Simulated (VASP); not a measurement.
# Rh (Fm-3m) in VASP: notebook, part 2 of 2

VASP 6.6.1.

### 3 Single point, LDA, collinear spin, ferromagnetic start (11.64 Å³/atom)

This run uses another cell than the first one, of 11.64 Å³/atom.

File INCAR:

```
SYSTEM = Rh
PREC = Accurate ; ENCUT = 520
EDIFF = 1E-6 ; ISMEAR = 0
SIGMA = 0.15 ; LREAL = .False.
LASPH = .True. ; NELM = 150
ALGO = Fast ; ISIF = 2
LWAVE = .False. ; LCHARG = .True.
ISPIN = 2 ; MAGMOM = 0.5
LORBIT = 11 ; NUPDOWN = 0.5
LMAXMIX = 4 ; GGA = CA
LELF = .True. ; LVHAR = .True.
NBANDS = 18
```

File KPOINTS:

```
regular mesh
0
Gamma
  22 22 22
  0 0 0
```

File POSCAR:

```
Rh
1.0
    0.0000000000      1.7987130719      1.7987130719
    1.7987130719      0.0000000000      1.7987130719
    1.7987130719      1.7987130719      0.0000000000
Rh
1
Direct
    0.0000000000      0.0000000000      0.0000000000
```

Potentials or basis: VASP PAW LDA potentials, release 64 (Rh_pv).

On the command line:

```console
> cat potpaw_LDA.64/Rh_pv/POTCAR > POTCAR
> mpirun -np 1 vasp_std > vasp.out
```

OUTCAR:

```text
SYSTEM = Rh
   PREC = Accurate
   ENCUT = 520
   EDIFF = 1E-6
   ISMEAR = 0
   LREAL = .False.
   LASPH = .True.
   NELM = 150
   ISIF = 2
   ISPIN = 2
   LORBIT = 11
   NUPDOWN = 0.5
   GGA = CA

 ion  position               nearest neighbor table
   1  0.000  0.000  0.000-

  LATTYP: Found a face centered cubic cell.
 ALAT       =     3.5974261438

  Lattice vectors:

 A1 = (   0.0000000000,   1.7987130719,   1.7987130719)
 A2 = (   1.7987130719,   0.0000000000,   1.7987130719)
 A3 = (   1.7987130719,   1.7987130719,   0.0000000000)

Analysis of symmetry for initial positions (statically):
=====================================================================
 Subroutine PRICEL returns:
 Original cell was already a primitive cell.

 Routine SETGRP: Setting up the symmetry group for a
 face centered cubic supercell.

 Subroutine GETGRP returns: Found 48 space group operations
 (whereof 48 operations were pure point group operations)
 out of a pool of 48 trial point group operations.

[... 188 lines left out ...]
      3     -31.5322      1.00000
      4       5.7239      1.00000
      5      10.9292      1.00000
      6      10.9292      1.00000
[... 493 lines left out ...]
     17      50.1643      0.00000
     18      56.7988      0.00000

 [... further k-points ...]

 spin component 2

 k-point     1 :       0.0000    0.0000    0.0000
  band No.  band energies     occupation
      1     -31.1704      1.00000
      2     -31.1704      1.00000
      3     -31.1704      1.00000
      4       5.8518      1.00000
      5      11.2275      1.00000
      6      11.2275      1.00000
[... 493 lines left out ...]
     17      50.2999      0.00000
     18      56.9925      0.00000

 [... further k-points ...]

------------------------ aborting loop because EDIFF is reached ----------------------------------------

  FORCE on cell =-STRESS in cart. coord.  units (eV):
  Direction    XX          YY          ZZ          XY          YZ          ZX
  --------------------------------------------------------------------------------------
  -------------------------------------------------------------------------------------
  Total        4.3828698      4.3828698      4.3828698      0.0000000     -0.0000000      0.0000000
  in kB      603.3280084    603.3280084    603.3280084      0.0000000     -0.0000000      0.0000000
  external PRESSURE =     603.3280084 kB  Pullay stress =       0.0000000 kB

 VOLUME and BASIS-vectors are now :
 -----------------------------------------------------------------------------
  energy-cutoff  :      520.00
  volume of cell :       11.64
      direct lattice vectors                 reciprocal lattice vectors
     0.000000000  1.798713072  1.798713072    -0.277976520  0.277976520  0.277976520
     1.798713072  0.000000000  1.798713072     0.277976520 -0.277976520  0.277976520
     1.798713072  1.798713072  0.000000000     0.277976520  0.277976520 -0.277976520

 POSITION                                       TOTAL-FORCE (eV/Angst)
 -----------------------------------------------------------------------------------
      0.00000      0.00000      0.00000        -0.000000     -0.000000     -0.000000
 -----------------------------------------------------------------------------------
    total drift:                                0.000000      0.000000      0.000000

  FREE ENERGIE OF THE ION-ELECTRON SYSTEM (eV)
  ---------------------------------------------------
  free  energy   TOTEN  =        -8.3475583377 eV

  energy  without entropy=       -8.3351589220  energy(sigma->0) =       -8.34135863

 total charge

# of ion       s       p       d       tot
------------------------------------------
    1        0.494   6.427   7.244  14.165

 magnetization (x)

# of ion       s       p       d       tot
------------------------------------------
    1        0.002   0.009   0.475   0.486
```

Wall time 53 s (1 thread of Intel Xeon 6975P-C (Granite Rapids), shared host); peak memory 0.2 GiB.

Results:

```
Free energy                                           : -8.3476 eV
Pressure                                              : 60.3 GPa
Net moment                                            : 0.50 μB per cell
Site moments                                          : Rh +0.49 μB
Valence electrons inside the program's atomic spheres : Rh 14.16
```

Caveat: the cell stands under pressure; the total moment is fixed, so each spin has its own Fermi level.

### 4 Single point, LDA, collinear spin, ferromagnetic start (11.64 Å³/atom)

This run uses another cell than the first one, of 11.64 Å³/atom.

File INCAR:

```
PREC = Accurate
ENCUT = 520
EDIFF = 1E-6
ISMEAR = 0
SIGMA = 0.15
LREAL = False
LASPH = True
NELM = 150
ALGO = Fast
ISIF = 2
LWAVE = False
LCHARG = False
ISPIN = 2
MAGMOM = 0.25
LORBIT = 11
NUPDOWN = 0.25
LMAXMIX = 4
NBANDS = 18
```

File KPOINTS:

```
regular mesh
0
Gamma
  22 22 22
```

POSCAR is that of step 3.

Potentials or basis: VASP PAW LDA potentials, release 64 (Rh_pv).

On the command line:

```console
> cat potpaw_LDA.64/Rh_pv/POTCAR > POTCAR
> mpirun -np 1 vasp_std > vasp.out
```

OUTCAR:

```text
PREC = Accurate
   ENCUT = 520
   EDIFF = 1E-6
   ISMEAR = 0
   LREAL = False
   LASPH = True
   NELM = 150
   ISIF = 2
   ISPIN = 2
   LORBIT = 11
   NUPDOWN = 0.25

 ion  position               nearest neighbor table
   1  0.000  0.000  0.000-

  LATTYP: Found a face centered cubic cell.
 ALAT       =     3.5974261438

  Lattice vectors:

 A1 = (   0.0000000000,   1.7987130719,   1.7987130719)
 A2 = (   1.7987130719,   0.0000000000,   1.7987130719)
 A3 = (   1.7987130719,   1.7987130719,   0.0000000000)

Analysis of symmetry for initial positions (statically):
=====================================================================
 Subroutine PRICEL returns:
 Original cell was already a primitive cell.

 Routine SETGRP: Setting up the symmetry group for a
 face centered cubic supercell.

 Subroutine GETGRP returns: Found 48 space group operations
 (whereof 48 operations were pure point group operations)
 out of a pool of 48 trial point group operations.

The static configuration has the point symmetry O_h .

Analysis of symmetry for dynamics (positions and initial velocities):
=====================================================================
[... 182 lines left out ...]
      1     -31.4637      1.00000
      2     -31.4637      1.00000
      3     -31.4637      1.00000
      4       5.7564      1.00000
      5      10.9889      1.00000
      6      10.9889      1.00000
[... 493 lines left out ...]
     17      50.1950      0.00000
     18      56.8365      0.00000

 [... further k-points ...]

 spin component 2

 k-point     1 :       0.0000    0.0000    0.0000
  band No.  band energies     occupation
      1     -31.2819      1.00000
      2     -31.2819      1.00000
      3     -31.2819      1.00000
      4       5.8191      1.00000
      5      11.1385      1.00000
      6      11.1385      1.00000
[... 493 lines left out ...]
     17      50.2619      0.00000
     18      56.9498      0.00000

 [... further k-points ...]
[... 5 lines left out ...]
  --------------------------------------------------------------------------------------
  -------------------------------------------------------------------------------------
  Total        4.2242669      4.2242669      4.2242669     -0.0000000     -0.0000000     -0.0000000
  in kB      581.4953800    581.4953800    581.4953800     -0.0000000     -0.0000000     -0.0000000
  external PRESSURE =     581.4953800 kB  Pullay stress =       0.0000000 kB

 VOLUME and BASIS-vectors are now :
 -----------------------------------------------------------------------------
  energy-cutoff  :      520.00
  volume of cell :       11.64
      direct lattice vectors                 reciprocal lattice vectors
     0.000000000  1.798713072  1.798713072    -0.277976520  0.277976520  0.277976520
     1.798713072  0.000000000  1.798713072     0.277976520 -0.277976520  0.277976520
     1.798713072  1.798713072  0.000000000     0.277976520  0.277976520 -0.277976520

 POSITION                                       TOTAL-FORCE (eV/Angst)
 -----------------------------------------------------------------------------------
      0.00000      0.00000      0.00000         0.000000      0.000000      0.000000
 -----------------------------------------------------------------------------------
    total drift:                                0.000000      0.000000      0.000000

  FREE ENERGIE OF THE ION-ELECTRON SYSTEM (eV)
  ---------------------------------------------------
  free  energy   TOTEN  =        -8.4126988003 eV

  energy  without entropy=       -8.4020099102  energy(sigma->0) =       -8.40735436

 total charge

# of ion       s       p       d       tot
------------------------------------------
    1        0.494   6.428   7.241  14.163

 magnetization (x)

# of ion       s       p       d       tot
------------------------------------------
    1        0.001   0.004   0.239   0.243
```

Wall time 52 s (1 thread of Intel Xeon 6975P-C (Granite Rapids), shared host); peak memory 0.21 GiB.

Results:

```yaml
Free_energy: -8.4127 eV
Pressure: 58.1 GPa
Net_moment: 0.25 μB per cell
Site_moments: Rh +0.24 μB
Valence_electrons_inside_the_program's_atomic_spheres: Rh 14.16
```

Caveat: the cell stands under pressure; the total moment is fixed, so each spin has its own Fermi level.

### 5 The runs side by side

| fixed moment (μB) | cell | pressure (GPa) | moment (μB) |
| --- | --- | --- | --- |
| 0.875 | a = 2.655 Å, angles 60.0°, 1 atom | 7.3 | 0.88 |
| 0.5 | a = 2.544 Å, angles 60.0°, 1 atom | 60.3 | 0.50 |
| 0.25 | a = 2.544 Å, angles 60.0°, 1 atom | 58.1 | 0.25 |

Alike in all rows: task single point; level LDA; potentials or basis VASP PAW LDA potentials, release 64 (Rh_pv); spin collinear, ferromagnetic start; k mesh 22 × 22 × 22; cutoff (eV) 520; smearing gaussian 0.15 eV.

Caveats: the cell stands under pressure; the total moment is fixed, so each spin has its own Fermi level.

Absolute energies hang on the potentials; compare differences alone.
